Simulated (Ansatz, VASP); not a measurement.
One calculation of BeZn2S2O, two programs

```
Be Zn S O
1.0
     4.46463    0.00000    0.00000
    -2.23231    3.86648    0.00000
     0.00000    0.00000    4.66880
Be Zn S O
1 2 2 1
Direct
  0.00000 0.00000 0.50000
  0.33333 0.66667 0.00000
  0.66667 0.33333 0.00000
  0.33333 0.66667 0.50000
  0.66667 0.33333 0.50000
  0.00000 0.00000 0.00000
```

Alike in both runs: functional PBE; k mesh 6 × 6 × 4; occupations gaussian, width 0.1 eV; no spin polarisation.

Ansatz relaxed the structure, and its values are those at the end. VASP's run is a single point on that final structure, the one shown.

```csv
,VASP,Ansatz
version,VASP 6.6.1,Ansatz 0.2.0
potentials or method,"VASP PAW PBE potentials, release 64 (Be, Zn, S, O), cutoff 520 eV","scalar-relativistic, plane waves, PAW"
valence electrons in the cell,44,44
```

Ansatz gave:

| Quantity | Value |
| --- | --- |
| gap on the k mesh at the Fermi level (eV) | none |
| pressure (GPa) | 0.1 |

Q: Estimate VASP's values.

A: gap on the k mesh at the Fermi level (eV): none; pressure (GPa): 0.3.

A gap of «none» marks a metal or a gap that the smearing closes.
